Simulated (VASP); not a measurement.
A run of VASP 6.6.1 is set up as follows.

Contents of INCAR:

```
ALGO = Normal
EDIFF = 1E-8
ENCUT = 520
GGA = PE
IBRION = 8
ISIF = 2
ISMEAR = 1
ISPIN = 2
LASPH = True
LCHARG = True
LMAXMIX = 4
LORBIT = 11
LREAL = False
LWAVE = False
MAGMOM = 2.3
NELM = 150
NSW = 1
PREC = Accurate
SIGMA = 0.2
```

KPOINTS

```
k-points
0
Gamma
  16 16 16
```

Contents of POSCAR:

```
Fe
1.0
   -1.4335000000      1.4335000000      1.4335000000
    1.4335000000     -1.4335000000      1.4335000000
    1.4335000000      1.4335000000     -1.4335000000
Fe
1
Direct
    0.0000000000      0.0000000000      0.0000000000
```

Potentials or basis: VASP PAW PBE potentials, release 64 (Fe).

Run with:

```sh
$ cat potpaw_PBE.64/Fe/POTCAR > POTCAR
$ mpirun -np 1 vasp_std > vasp.out
```

(1) Predict the net moment.

(2) Predict the site moments.

## Answers

(1) 2.26 μB per cell.

(2) Fe +2.27 μB.
